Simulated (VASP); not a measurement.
The system is NiMoIrPdW.

```
Ni Mo Pd Ir W
1.0
     2.77081    0.00000    0.00000
    -1.38540    2.39959    0.00000
     0.00000    0.00000   22.01991
Ni Mo Pd Ir W
2 2 2 2 2
Direct
  0.33333 0.66667 0.85081
  0.66667 0.33333 0.14919
  0.66667 0.33333 0.76059
  0.33333 0.66667 0.23941
  0.33333 0.66667 0.05329
  0.66667 0.33333 0.94671
  0.33333 0.66667 0.65826
  0.66667 0.33333 0.34174
  0.33333 0.66667 0.44418
  0.66667 0.33333 0.55582
```

| Item | Value |
| --- | --- |
| Program | VASP 6.6.1 |
| Task | relaxation of cell and atoms |
| Functional | revPBE |
| Potentials or basis | VASP PAW PBE potentials, release 64 (Ni, Mo_sv, Pd, Ir, W_sv) |
| Cutoff | 600 eV |
| k mesh | 11 × 11 × 2 |
| Occupations | fermi-dirac, width 0.05 eV |
| Spin | collinear spin, ferromagnetic start |
| Starting moments | [1.0, 1.0, 1.0, 1.0, 0.0, 0.0, 0.6, 0.6, 0.0, 0.0] μB |

At the start: pressure 3.3 GPa; volume 14.64 Å³/atom.

Task: How do energy, volume and symmetry change on relaxing?

Result: Over 17 steps the energy falls by 2.2 meV/atom and the volume is 14.84 Å³/atom (+1.4 %); space group P-3m1 (No. 164, to 0.1 Å) before and after; moment 0.00 μB per cell.

The path:
```tsv
step	energy change (eV)	largest force (eV/Å)	pressure (GPa)	volume (Å³)
1	0.0000	0.1164	3.30	146.41
2	0.0790	0.1435	-6.85	152.89
3	-0.0203	0.1066	-0.11	148.39
4	-0.0203	0.1069	-0.05	148.35
5	-0.0215	0.0279	0.04	148.33
6	-0.0215	0.0257	0.05	148.33
7	-0.0216	0.0228	-0.07	148.42
8	-0.0217	0.0259	-0.22	148.52
9	-0.0217	0.0253	-0.22	148.51
10	-0.0219	0.0233	-0.17	148.49
11	-0.0220	0.0218	-0.03	148.43
12	-0.0221	0.0257	0.01	148.41
13	-0.0221	0.0235	0.02	148.41
14	-0.0222	0.0168	0.04	148.41
15	-0.0222	0.0198	0.06	148.41
16	-0.0222	0.0108	0.03	148.41
17	-0.0222	0.0070	0.00	148.44
```

Final structure:
```yaml
crystal:
  lattice:
    - [2.78556, -0.00001, 0.00000]
    - [-1.39278, 2.41236, 0.00000]
    - [0.00000, 0.00000, 22.09014]
  atoms:
    - { symbol: Ni, position: [0.33333, 0.66667, 0.85048] }
    - { symbol: Ni, position: [0.66667, 0.33333, 0.14952] }
    - { symbol: Mo, position: [0.66667, 0.33333, 0.75986] }
    - { symbol: Mo, position: [0.33333, 0.66667, 0.24014] }
    - { symbol: Pd, position: [0.33333, 0.66667, 0.05340] }
    - { symbol: Pd, position: [0.66667, 0.33333, 0.94660] }
    - { symbol: Ir, position: [0.33333, 0.66666, 0.65784] }
    - { symbol: Ir, position: [0.66667, 0.33334, 0.34216] }
    - { symbol: W, position: [0.33333, 0.66667, 0.44414] }
    - { symbol: W, position: [0.66667, 0.33333, 0.55586] }
```

Caveat: the PAW data sets were made with another functional, which shifts forces and pressure a little.
